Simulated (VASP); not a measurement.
# Be2C (Fm-3m) in VASP: a series of runs

Be2C is run at these levels: r2SCAN; tasks: single point.

Program: VASP 6.6.1. These are calculated values, not measurements. Logs are shortened: lines on timing, memory, paths and dates and some standing lists are left out, and cuts for length are marked.

## 1. The cell of the first run

It takes space group Fm-3m (No. 225, cubic). The conventional cell has a = 4.387 Å, b = 4.387 Å, c = 4.387 Å, α = 90.00°, β = 90.00°, γ = 90.00°. Be (site symmetry -43m) has 4 C at 1.90 Å and 6 Be at 2.19 Å within 2.5 Å. C (site symmetry m-3m) has 8 Be at 1.90 Å within 2.5 Å.

## 2. Single point, r2SCAN

POSCAR reads:

```
Be2C
1.0
    0.0000000000      2.1934901093      2.1934901093
    2.1934901093      0.0000000000      2.1934901093
    2.1934901093      2.1934901093      0.0000000000
Be C
2 1
Direct
    0.2500000000      0.2500000000      0.2500000000
    0.7500000000      0.7500000000      0.7500000000
    0.0000000000      0.0000000000      0.0000000000
```

INCAR.step1 reads:

```
SYSTEM = Be2C
  PREC = Accurate
  ENCUT = 660
  ISMEAR = 0
  SIGMA = 0.01
  LREAL = .FALSE.
  LASPH = .TRUE.
  NELM = 120
  NBANDS = 11
  GGA = PE
  ALGO = Normal
  EDIFF = 1E-5
  LWAVE = .TRUE.
  LCHARG = .FALSE.
  GGA_COMPAT = .FALSE.
```

INCAR.step2 reads:

```
SYSTEM = Be2C
  PREC = Accurate
  ENCUT = 660
  EDIFF = 1E-6
  ISMEAR = 0
  SIGMA = 0.01
  LREAL = .FALSE.
  LASPH = .TRUE.
  NELM = 120
  ALGO = Normal
  ISIF = 2
  LWAVE = .FALSE.
  LCHARG = .TRUE.
  METAGGA = R2SCAN
  LMIXTAU = .TRUE.
  LELF = .TRUE.
  LVHAR = .TRUE.
  NBANDS = 11
  ISTART = 1
  GGA_COMPAT = .FALSE.
```

KPOINTS reads:

```
regular mesh
0
G
  7 7 7
  0 0 0
```

Potentials or basis: VASP PAW PBE potentials, release 64 (Be, C).

Run with:

```
$ cat potpaw_PBE.64/Be/POTCAR potpaw_PBE.64/C/POTCAR > POTCAR
$ cp INCAR.step1 INCAR
$ mpirun -np 1 vasp_std > vasp.out
$ cp INCAR.step2 INCAR
$ mpirun -np 1 vasp_std > vasp.out
```

OUTCAR:

```text
SYSTEM = Be2C
   PREC = Accurate
   ENCUT = 660
   EDIFF = 1E-6
   ISMEAR = 0
   LREAL = .FALSE.
   LASPH = .TRUE.
   NELM = 120
   ISIF = 2
   METAGGA = R2SCAN
   ISTART = 1

 ion  position               nearest neighbor table
   1  0.250  0.250  0.250-   3 1.90   3 1.90   3 1.90   3 1.90   2 2.19   2 2.19   2 2.19   2 2.19
                             2 2.19   2 2.19
   2  0.750  0.750  0.750-   3 1.90   3 1.90   3 1.90   3 1.90   1 2.19   1 2.19   1 2.19   1 2.19
                             1 2.19   1 2.19
   3  0.000  0.000  0.000-   2 1.90   2 1.90   2 1.90   1 1.90   2 1.90   1 1.90   1 1.90   1 1.90

  LATTYP: Found a face centered cubic cell.
 ALAT       =     4.3869802186

  Lattice vectors:

 A1 = (   0.0000000000,   2.1934901093,   2.1934901093)
 A2 = (   2.1934901093,   0.0000000000,   2.1934901093)
 A3 = (   2.1934901093,   2.1934901093,   0.0000000000)

Analysis of symmetry for initial positions (statically):
=====================================================================
 Subroutine PRICEL returns:
 Original cell was already a primitive cell.

 Routine SETGRP: Setting up the symmetry group for a
 face centered cubic supercell.

 Subroutine GETGRP returns: Found 48 space group operations
 (whereof 48 operations were pure point group operations)
 out of a pool of 48 trial point group operations.

The static configuration has the point symmetry O_h .

Analysis of symmetry for dynamics (positions and initial velocities):
=====================================================================
 Subroutine PRICEL returns:
 Original cell was already a primitive cell.

 Routine SETGRP: Setting up the symmetry group for a
 face centered cubic supercell.

 Subroutine GETGRP returns: Found 48 space group operations
 (whereof 48 operations were pure point group operations)
 out of a pool of 48 trial point group operations.

The dynamic configuration has the point symmetry O_h .

 Subroutine INISYM returns: Found 48 space group operations
 (whereof 48 operations are pure point group operations),
 and found     1 'primitive' translations

----------------------------------------------------------------------------------------

                                     Primitive cell

  volume of cell :      21.1075

  direct lattice vectors                    reciprocal lattice vectors
     0.000000000  2.193490109  2.193490109    -0.227947233  0.227947233  0.227947233
     2.193490109  0.000000000  2.193490109     0.227947233 -0.227947233  0.227947233
     2.193490109  2.193490109  0.000000000     0.227947233  0.227947233 -0.227947233

  length of vectors
     3.102063462  3.102063462  3.102063462     0.394816188  0.394816188  0.394816188

  position of ions in fractional coordinates (direct lattice)
     0.250000000  0.250000000  0.250000000
     0.750000000  0.750000000  0.750000000
     0.000000000  0.000000000  0.000000000

  ion indices of the primitive-cell ions
   primitive index   ion index
                 1           1
                 2           2
                 3           3

----------------------------------------------------------------------------------------

 KPOINTS: regular mesh

Automatic generation of k-mesh.
 Grid dimensions read from file:
 generate k-points for:    7    7    7

 Generating k-lattice:

  Cartesian coordinates                     Fractional coordinates (reciprocal lattice)
    -0.032563890  0.032563890  0.032563890     0.142857143  0.000000000  0.000000000
     0.032563890 -0.032563890  0.032563890     0.000000000  0.142857143  0.000000000
     0.032563890  0.032563890 -0.032563890     0.000000000  0.000000000  0.142857143

  Length of vectors
     0.056402313  0.056402313  0.056402313

  Shift w.r.t. Gamma in fractional coordinates (k-lattice)
     0.000000000  0.000000000  0.000000000

 Subroutine IBZKPT returns following result:
 ===========================================

 Found     20 irreducible k-points:

 Following reciprocal coordinates:
            Coordinates               Weight
  0.000000  0.000000  0.000000      1.000000
  0.142857  0.000000  0.000000      8.000000
  0.285714  0.000000  0.000000      8.000000
  0.428571  0.000000  0.000000      8.000000
  0.142857  0.142857  0.000000      6.000000
  0.285714  0.142857  0.000000     24.000000
[... 12 lines left out ...]
 -0.428571  0.428571  0.142857     24.000000
 -0.285714  0.428571  0.142857     24.000000
   k-points           NKPTS =     20   k-points in BZ     NKDIM =     20   number of bands    NBANDS=     11
   number of dos      NEDOS =    301   number of ions     NIONS =      3
   total plane-waves  NPLWV =  21952
   dimension x,y,z NGX =    28 NGY =   28 NGZ =   28
   dimension x,y,z NGXF=    56 NGYF=   56 NGZF=   56
   ions per type =               2   1
   NGX,Y,Z   is equivalent  to a cutoff of  15.01, 15.01, 15.01 a.u.
   NGXF,Y,Z  is equivalent  to a cutoff of  30.01, 30.01, 30.01 a.u.
 SYSTEM =  Be2C
   PREC   = accura    normal or accurate (medium, high low for compatibility)
   ISTART =      1    job   : 0-new  1-cont  2-samecut
   ICHARG =      0    charge: 1-file 2-atom 10-const
   ISPIN  =      1    spin polarized calculation?
   LNONCOLLINEAR =      F non collinear calculations
   LSORBIT =      F    spin-orbit coupling
   LASPH  =      T    aspherical Exc in radial PAW
   ENCUT  =  660.0 eV  48.51 Ry    6.96 a.u.   6.50  6.50  6.50*2*pi/ulx,y,z
   NELM   =    120;   NELMIN=  2; NELMDL=  0     # of ELM steps
   EDIFF  = 0.1E-05   stopping-criterion for ELM
   LREAL  =      F    real-space projection
   EDIFFG = 0.1E-04   stopping-criterion for IOM
   NSW    =      0    number of steps for IOM
   IBRION =     -1    ionic relax: 0-MD 1-quasi-New 2-CG
   NFREE  =      0    steps in history (QN), initial steepest desc. (CG)
   ISIF   =      2    stress and relaxation
   ISYM   =      2    0-nonsym 1-usesym 2-fastsym
   POTIM  = 0.5000    time-step for ionic-motion
   TEBEG  =    0.0;   TEEND  =   0.0 temperature during run
   PSTRESS=    0.0 pullay stress
   NELECT =       8.0000    total number of electrons
   NUPDOWN=      -1.0000    fix difference up-down
   EMIN   =  10.00;   EMAX   =-10.00  energy-range for DOS
   EFERMI =   0.00;   METHOD = LEGACY
   ISMEAR =     0;   SIGMA  =   0.01  broadening in eV -4-tet -1-fermi 0-gaus
   EFERMI_NEDOS =   21; number of points for ismear=-14 and -15
   IALGO  =     38    algorithm
   IMIX   =      4    mixing-type and parameters
     AMIX     =   0.40;   BMIX     =  1.00
     AMIX_MAG =   1.60;   BMIX_MAG =  1.00
  volume/ion in A,a.u.               =       7.04        47.48
  Fermi-wavevector in a.u.,A,eV,Ry     =   1.184748  2.238848 19.097501  1.403627
  Thomas-Fermi vector in A             =   2.320955
   LORBIT       =      0    0 simple, 1 ext, 2 COOP (PROOUT), +10 PAW based schemes
   METAGGA = R2SCAN    functional components
   LHFCALC =     F    Hartree Fock is set to
   AEXX    =    0.0000 exact exchange contribution
   IVDW    =     0    specifies the selected vdW correction
   LEPSILON=     F    determine dielectric tensor
   LRPA    =     F    only Hartree local field effects (RPA)
 non-spin polarized calculation
 Gauss-broadening in eV      SIGMA  =   0.01
  energy-cutoff  :      660.00
  volume of cell :       21.11
 maximum number of plane-waves:       869
 NGX is ok and might be reduce to    28
   NGX = 13   NGY = 13   NGZ = 13

 number of electron       8.0000000 magnetization

 Free energy of the ion-electron system (eV)
  ---------------------------------------------------
  ext. energy  EPLUGINS =         0.00000000
  ---------------------------------------------------
  free energy    TOTEN  =       -19.45395013 eV

  energy without entropy =      -19.45395013  energy(sigma->0) =      -19.45395013

 E-fermi :   7.4235     XC(G=0): -11.8563

 val. band max:        7.3386814624   @ k =   0.0000   0.0000   0.0000
 cond. band min:       9.0881874589   @ k =   0.4286   0.4286   0.0000
 fundamental gap:      1.7495059964
 Fermi energy:         7.4234595867

 k-point     1 :       0.0000    0.0000    0.0000
  band No.  band energies     occupation
      1      -8.2990      2.00000
      2       7.3387      2.00000
      3       7.3387      2.00000
      4       7.3387      2.00000
      5      11.8748      0.00000
      6      11.8748      0.00000
      7      11.8748      0.00000
      8      14.2723      0.00000
      9      21.3998      0.00000
     10      21.3998      0.00000
     11      21.3998      0.00000

 k-point     2 :       0.1429    0.0000    0.0000
  band No.  band energies     occupation
      1      -7.9656      2.00000
      2       5.0213      2.00000
      3       6.8008      2.00000
      4       6.8008      2.00000
      5      12.6687      0.00000
      6      12.6687      0.00000
      7      13.0561      0.00000
      8      15.2090      0.00000
      9      19.5686      0.00000
     10      19.5686      0.00000
     11      22.0685      0.00000

 k-point     3 :       0.2857    0.0000    0.0000
  band No.  band energies     occupation
      1      -7.0077      2.00000
      2       1.6086      2.00000
      3       6.0045      2.00000
      4       6.0045      2.00000
      5      13.2677      0.00000
      6      13.2677      0.00000
      7      13.9024      0.00000
      8      16.8807      0.00000
      9      19.5257      0.00000
     10      19.5257      0.00000
     11      23.6595      0.00000

 k-point     4 :       0.4286    0.0000    0.0000
  band No.  band energies     occupation
      1      -5.7383      2.00000
      2      -1.0141      2.00000
      3       5.5579      2.00000
      4       5.5579      2.00000
      5      12.8764      0.00000
      6      12.8764      0.00000
      7      14.3922      0.00000
      8      17.7538      0.00000
      9      21.9282      0.00000
     10      21.9282      0.00000
     11      24.8710      0.00000

 k-point     5 :       0.1429    0.1429    0.0000
  band No.  band energies     occupation
      1      -7.8558      2.00000
      2       5.7756      2.00000
      3       5.7756      2.00000
      4       5.9745      2.00000
      5      12.1223      0.00000
      6      13.8940      0.00000
      7      13.8940      0.00000
      8      14.2860      0.00000
      9      18.3125      0.00000
     10      22.5935      0.00000
     11      22.5935      0.00000
[... 155 lines left out ...]
 k-point    17 :       0.4286    0.2857    0.1429
  band No.  band energies     occupation
      1      -6.2166      2.00000
      2       1.6145      2.00000
      3       3.1075      2.00000
      4       4.7989      2.00000
      5      12.9138      0.00000
      6      14.0881      0.00000
      7      15.0205      0.00000
      8      17.5313      0.00000
      9      19.6218      0.00000
     10      23.8646      0.00000
     11      25.3758      0.00000

 k-point    18 :      -0.4286    0.2857    0.1429
  band No.  band energies     occupation
      1      -5.0991      2.00000
      2      -0.2023      2.00000
      3       2.6787      2.00000
      4       3.7761      2.00000
      5      12.9879      0.00000
      6      14.5920      0.00000
      7      16.8850      0.00000
      8      18.4509      0.00000
      9      20.6015      0.00000
     10      21.7307      0.00000
     11      25.7533      0.00000

 k-point    19 :      -0.4286    0.4286    0.1429
  band No.  band energies     occupation
      1      -4.7657      2.00000
      2       0.7189      2.00000
      3       2.1691      2.00000
      4       2.1927      2.00000
      5      11.2894      0.00000
      6      14.6167      0.00000
      7      17.5881      0.00000
      8      20.8004      0.00000
      9      21.4723      0.00000
     10      22.9336      0.00000
     11      25.5823      0.00000

 k-point    20 :      -0.2857    0.4286    0.1429
  band No.  band energies     occupation
      1      -4.4695      2.00000
      2       0.4627      2.00000
      3       1.1708      2.00000
      4       2.5845      2.00000
      5      12.6533      0.00000
      6      16.2348      0.00000
      7      17.3212      0.00000
      8      18.1914      0.00000
      9      21.4568      0.00000
     10      21.7510      0.00000
     11      25.8056      0.00000

------------------------ aborting loop because EDIFF is reached ----------------------------------------

  FORCE on cell =-STRESS in cart. coord.  units (eV):
  Direction    XX          YY          ZZ          XY          YZ          ZX
  --------------------------------------------------------------------------------------
  -------------------------------------------------------------------------------------
  Total       -1.0435178     -1.0435178     -1.0435178      0.0000000      0.0000000     -0.0000000
  in kB      -79.2087980    -79.2087980    -79.2087980      0.0000000      0.0000000     -0.0000000
  external PRESSURE =     -79.2087980 kB  Pullay stress =       0.0000000 kB

 VOLUME and BASIS-vectors are now :
 -----------------------------------------------------------------------------
  energy-cutoff  :      660.00
  volume of cell :       21.11
      direct lattice vectors                 reciprocal lattice vectors
     0.000000000  2.193490109  2.193490109    -0.227947233  0.227947233  0.227947233
     2.193490109  0.000000000  2.193490109     0.227947233 -0.227947233  0.227947233
     2.193490109  2.193490109  0.000000000     0.227947233  0.227947233 -0.227947233

 POSITION                                       TOTAL-FORCE (eV/Angst)
 -----------------------------------------------------------------------------------
      1.09675      1.09675      1.09675         0.000000      0.000000      0.000000
      3.29024      3.29024      3.29024        -0.000000     -0.000000     -0.000000
      0.00000      0.00000      0.00000        -0.000000     -0.000000      0.000000
 -----------------------------------------------------------------------------------
    total drift:                               -0.000000     -0.000000      0.000000

  FREE ENERGIE OF THE ION-ELECTRON SYSTEM (eV)
  ---------------------------------------------------
  free  energy   TOTEN  =       -19.4539501337 eV

  energy  without entropy=      -19.4539501337  energy(sigma->0) =      -19.45395013
```

Wall time 23 s (1 thread of Intel Xeon 6975P-C, shared host); peak memory 0.16 GiB.

What came out:

- Free energy: -19.4540 eV
- Pressure: -7.9 GPa
- Band gap on the k mesh: 1.75 eV, indirect (least direct gap 4.54 eV)

Caveat: the PAW data sets were made with another functional, which shifts forces and pressure a little. r2SCAN opens gaps a little over a GGA but as a rule still falls short of measured ones.

## 3. Single point, r2SCAN

This run uses another cell than the first one, of 7.24 Å³/atom, 1.029 times its volume.

POSCAR reads:

```
Be2C
1.0
    0.0000000000      2.2143817486      2.2143817486
    2.2143817486      0.0000000000      2.2143817486
    2.2143817486      2.2143817486      0.0000000000
Be C
2 1
Direct
    0.2500000000      0.2500000000      0.2500000000
    0.7500000000      0.7500000000      0.7500000000
    0.0000000000      0.0000000000      0.0000000000
```

INCAR.step1 reads:

```
PREC = Accurate
ENCUT = 660
ISMEAR = 0
SIGMA = 0.01
LREAL = F
LASPH = T
NELM = 120
NBANDS = 11
GGA = PE
ALGO = Normal
EDIFF = 1E-5
LWAVE = T
LCHARG = F
GGA_COMPAT = F
```

INCAR.step2 reads:

```
PREC = Accurate
ENCUT = 660
EDIFF = 1E-6
ISMEAR = 0
SIGMA = 0.01
LREAL = F
LASPH = T
NELM = 120
ALGO = Normal
ISIF = 2
LWAVE = F
LCHARG = T
METAGGA = R2SCAN
LMIXTAU = T
LELF = T
LVHAR = T
NBANDS = 11
ISTART = 1
GGA_COMPAT = F
```

KPOINTS reads:

```
Automatic mesh
0
Gamma
  7 7 7
```

Potentials or basis: VASP PAW PBE potentials, release 64 (Be, C).

Run with:

```
$ cat potpaw_PBE.64/Be/POTCAR potpaw_PBE.64/C/POTCAR > POTCAR
$ cp INCAR.step1 INCAR
$ mpirun -np 1 vasp_std > vasp.out
$ cp INCAR.step2 INCAR
$ mpirun -np 1 vasp_std > vasp.out
```

OUTCAR:

```text
PREC = Accurate
   ENCUT = 660
   EDIFF = 1E-6
   ISMEAR = 0
   LREAL = F
   LASPH = T
   NELM = 120
   ISIF = 2
   METAGGA = R2SCAN
   ISTART = 1

 ion  position               nearest neighbor table
   1  0.250  0.250  0.250-   3 1.92   3 1.92   3 1.92   3 1.92   2 2.21   2 2.21   2 2.21   2 2.21
                             2 2.21   2 2.21
   2  0.750  0.750  0.750-   3 1.92   3 1.92   3 1.92   3 1.92   1 2.21   1 2.21   1 2.21   1 2.21
                             1 2.21   1 2.21
   3  0.000  0.000  0.000-   2 1.92   2 1.92   2 1.92   1 1.92   2 1.92   1 1.92   1 1.92   1 1.92

  LATTYP: Found a face centered cubic cell.
 ALAT       =     4.4287634972

  Lattice vectors:

 A1 = (   0.0000000000,   2.2143817486,   2.2143817486)
 A2 = (   2.2143817486,   0.0000000000,   2.2143817486)
 A3 = (   2.2143817486,   2.2143817486,   0.0000000000)

Analysis of symmetry for initial positions (statically):
=====================================================================
 Subroutine PRICEL returns:
 Original cell was already a primitive cell.

 Routine SETGRP: Setting up the symmetry group for a
 face centered cubic supercell.

 Subroutine GETGRP returns: Found 48 space group operations
[... 176 lines left out ...]
      5      11.5552      0.00000
      6      11.5552      0.00000
      7      11.5552      0.00000
      8      13.6867      0.00000
      9      20.9129      0.00000
     10      20.9129      0.00000
     11      20.9129      0.00000
[... 253 lines left out ...]
 k-point    20 :      -0.2857    0.4286    0.1429
  band No.  band energies     occupation
      1      -4.6140      2.00000
      2       0.3525      2.00000
      3       1.0137      2.00000
      4       2.4276      2.00000
      5      12.3001      0.00000
      6      15.7684      0.00000
      7      16.8242      0.00000
      8      17.6933      0.00000
      9      20.8765      0.00000
     10      21.1613      0.00000
     11      25.1704      0.00000

------------------------ aborting loop because EDIFF is reached ----------------------------------------

  FORCE on cell =-STRESS in cart. coord.  units (eV):
  Direction    XX          YY          ZZ          XY          YZ          ZX
  --------------------------------------------------------------------------------------
  -------------------------------------------------------------------------------------
  Total       -1.7190337     -1.7190337     -1.7190337      0.0000000      0.0000000      0.0000000
  in kB     -126.8257685   -126.8257685   -126.8257685      0.0000000      0.0000000      0.0000000
  external PRESSURE =    -126.8257685 kB  Pullay stress =       0.0000000 kB

 VOLUME and BASIS-vectors are now :
 -----------------------------------------------------------------------------
  energy-cutoff  :      660.00
  volume of cell :       21.72
      direct lattice vectors                 reciprocal lattice vectors
     0.000000000  2.214381749  2.214381749    -0.225796659  0.225796659  0.225796659
     2.214381749  0.000000000  2.214381749     0.225796659 -0.225796659  0.225796659
     2.214381749  2.214381749  0.000000000     0.225796659  0.225796659 -0.225796659

 POSITION                                       TOTAL-FORCE (eV/Angst)
 -----------------------------------------------------------------------------------
      1.10719      1.10719      1.10719         0.000000      0.000000      0.000000
      3.32157      3.32157      3.32157        -0.000000     -0.000000     -0.000000
      0.00000      0.00000      0.00000        -0.000000     -0.000000     -0.000000
 -----------------------------------------------------------------------------------
    total drift:                               -0.000000     -0.000000      0.000000

  FREE ENERGIE OF THE ION-ELECTRON SYSTEM (eV)
  ---------------------------------------------------
  free  energy   TOTEN  =       -19.4153934924 eV

  energy  without entropy=      -19.4153934924  energy(sigma->0) =      -19.41539349
```

It took 26 s on 1 thread of Intel Xeon 6975P-C, shared host; peak memory 0.16 GiB.

What came out:

- Free energy: -19.4154 eV
- Pressure: -12.7 GPa
- Band gap on the k mesh: 1.73 eV, indirect (least direct gap 4.48 eV)

Caveat: the PAW data sets were made with another functional, which shifts forces and pressure a little. A k mesh can miss the band edges.
